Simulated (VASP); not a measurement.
GaN: single point with PBE

The system is GaN.

```xyz
2
Lattice="0.0000 2.2490 2.3574 2.2490 0.0000 2.3574 2.2490 2.2490 0.0000" Properties=species:S:1:pos:R:3 pbc="T T T"
Ga    0.0000    0.0000    0.0000
N     3.3734    3.3734    3.5360
```

This cell differs from its parent crystal: uniaxial z strain +4.8%.

```
Program             : VASP 6.6.1
Task                : single point
Functional          : PBE
Potentials or basis : VASP PAW PBE potentials, release 64 (Ga_d, N)
Cutoff              : 520 eV
k mesh              : 10 × 10 × 10
Occupations         : fermi-dirac, width 0.02 eV
Spin                : no spin polarisation
```

```
Pressure               : -2.3 GPa
Band gap on the k mesh : 1.37 eV, direct
```

Stress tensor (GPa, compression positive):
```
-0.11  0.00  0.00
 0.00 -0.11  0.00
 0.00  0.00 -6.55
```

Levels at points of the mesh, in eV from the valence-band top:
| k point | band 5 | band 6 | band 7 | band 8 | band 9 | band 10 | band 11 | band 12 | band 13 | band 14 |
| --- | --- | --- | --- | --- | --- | --- | --- | --- | --- | --- |
| (0.00, 0.00, 0.00) | -13.22 | -13.22 | -0.23 | 0.00 | 0.00 | 1.37 | 9.94 | 9.94 | 10.07 | 16.98 |
| (0.50, 0.00, 0.00) | -13.16 | -11.96 | -6.84 | -1.17 | -0.82 | 4.23 | 8.44 | 9.82 | 10.41 | 15.17 |
| (0.50, 0.50, 0.00) | -13.16 | -11.69 | -6.36 | -2.40 | -2.40 | 3.47 | 6.79 | 10.96 | 13.60 | 13.60 |
| (0.50, 0.00, 0.50) | -13.14 | -11.46 | -5.86 | -2.74 | -2.74 | 3.18 | 6.10 | 11.53 | 12.84 | 13.89 |

Run time: 45 s on 1 thread of AMD EPYC 7R43 64-Core Processor (Zen 3), with other jobs on the host, peak memory 0.13 GiB.

Caveat: the cell differs from its parent crystal (uniaxial z strain +4.8%).
